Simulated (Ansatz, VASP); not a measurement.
## Be: VASP beside Ansatz

```
Be
1.0
     0.00000    2.39839    2.39839
     2.39839    0.00000    2.39839
     2.39839    2.39839    0.00000
Be
2
Cartesian
  0.5996 0.5996 0.5996
  4.1972 4.1972 4.1972
```

Alike in both runs: task single point; functional r2SCAN; k mesh 12 × 12 × 12; occupations fermi-dirac, width 0.1 eV; no spin polarisation.

|  | VASP | Ansatz |
| --- | --- | --- |
| version | VASP 6.6.1 | Ansatz 0.2.0 |
| potentials or method | VASP PAW PBE potentials, release 64 (Be), cutoff 520 eV | plane waves (500 eV) with PAW, scalar-relativistic |
| valence electrons in the cell | 4 | 4 |

```csv
,VASP,Ansatz,Ansatz less VASP
pressure (GPa),4.1,4.1,-0.05
```

VASP's potentials were made for PBE, not for r2SCAN. With one functional, cell and mesh, what is left measures potentials, basis and numerics.
